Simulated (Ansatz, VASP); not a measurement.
## One calculation of AlRu, two programs

INCAR

```
SYSTEM = AlRu
  PREC = Accurate
  ENCUT = 520
  EDIFF = 1E-6
  ISMEAR = 0
  SIGMA = 0.27211386245988
  LREAL = .False.
  LASPH = .True.
  NELM = 80
  ALGO = Fast
  ISIF = 2
  LWAVE = .False.
  LCHARG = .False.
  GGA = B5
  ALDAX = 1.0
  AGGAX = 1.0
  AGGAC = 1.0
  ALDAC = 0.0
  NBANDS = 16
```

The input KPOINTS:

```
regular mesh
0
Gamma
  6 6 6
  0 0 0
```

POSCAR

```
AlRu
1.0
    2.9824954400      0.0000000000      0.0000000000
    0.0000000000      2.9824954400      0.0000000000
    0.0000000000      0.0000000000      2.9824954400
Al Ru
1 1
Direct
    0.0000000000      0.0000000000      0.0000000000
    0.5000000000      0.5670579399      0.5000000000
```

Input for Ansatz:

```yaml
crystal:
  lattice:
    - [2.98249544, 0.0, 0.0]
    - [0.0, 2.98249544, 0.0]
    - [0.0, 0.0, 2.98249544]
  atoms:
    - { symbol: Al, position: [0.0, 0.0, 0.0] }
    - { symbol: Ru, position: [0.5, 0.5670579399, 0.5] }
basis:
  ecutwfc: 420
  ecutrho_ratio: 8
kpoints:
  mp_grid: { grid: [6, 6, 6] }
hamiltonian:
  xc: blyp
scf:
  occupations: { method: gaussian, width: "0.02 Ry" }
output:
  forces: true
  stress: true
  eigenvalues: true
```

Alike in both runs: task single point; functional BLYP; k mesh 6 × 6 × 6; no spin polarisation.

```csv
,VASP,Ansatz
version,VASP 6.6.1,Ansatz 0.2.0
potentials or method,"VASP PAW PBE potentials, release 64 (Al, Ru_pv), cutoff 520 eV","scalar-relativistic, plane waves, PAW"
occupations,"gaussian, width 0.272114 eV",gaussian
valence electrons in the cell,17,19
```

Ansatz gave:

| Property | Result |
| --- | --- |
| gap on the k mesh at the Fermi level (eV) | none |
| pressure (GPa) | 14.4 |
| traceless stress, the component that is largest in VASP (GPa) | -2.23 |
| rms of the force components (eV/Å) | 0.827 |

What did VASP give for the same quantities?

gap on the k mesh at the Fermi level (eV): none; pressure (GPa): 14.9; traceless stress, the component that is largest in VASP (GPa): -2.28; rms of the force components (eV/Å): 0.842.

VASP's potentials were made for PBE, not for BLYP. Atom by atom the forces differ by 0.015 eV/Å (rms over components). A gap of «none» marks a metal or a gap that the smearing closes. VASP's potentials hold 17 valence electrons a cell and Ansatz's 19, so a difference there can come from the potentials and not from the codes.
